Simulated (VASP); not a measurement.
A run of VASP 6.6.1 is set up as follows.

INCAR

```
PREC     = Accurate       # precision mode
ENCUT    = 520            # plane-wave cutoff, eV
EDIFF    = 1E-6           # SCF threshold, eV
ISMEAR   = 0              # smearing method
SIGMA    = 0.1            # smearing width, eV
LREAL    = False          # projectors in reciprocal space
LASPH    = True           # aspherical terms in the spheres
NELM     = 100            # most SCF steps
ALGO     = Normal         # electronic algorithm
ISIF     = 2              # what is computed and relaxed
LWAVE    = False          # write WAVECAR
LCHARG   = True           # write CHGCAR
GGA      = PE             # functional
LELF     = True           # ELF
LVHAR    = True         
NBANDS   = 14             # bands
ISYM     = 0
```

The input KPOINTS:

```
regular mesh
0
Gamma
  16 18 18
```

File POSCAR:

```
Rh
1.0
   -0.1521240000      2.0694948960      2.0694948960
    1.9173708960      0.0000000000      1.9173708960
    1.9173708960      1.9173708960      0.0000000000
Rh
1
Direct
    0.0000000000      0.0000000000      0.0000000000
```

Potentials or basis: VASP PAW PBE potentials, release 64 (Rh_pv).

Launch:

```console
$ cat potpaw_PBE.64/Rh_pv/POTCAR > POTCAR
$ mpirun -np 1 vasp_std > vasp.out
```

Problem. Predict the pressure.

Solution. -18.7 GPa.

Stress tensor (GPa, compression positive):
```
-18.66   7.88   7.88
  7.88 -18.67  -7.91
  7.88  -7.91 -18.67
```

Caveat: the cell differs from its parent crystal (strained).
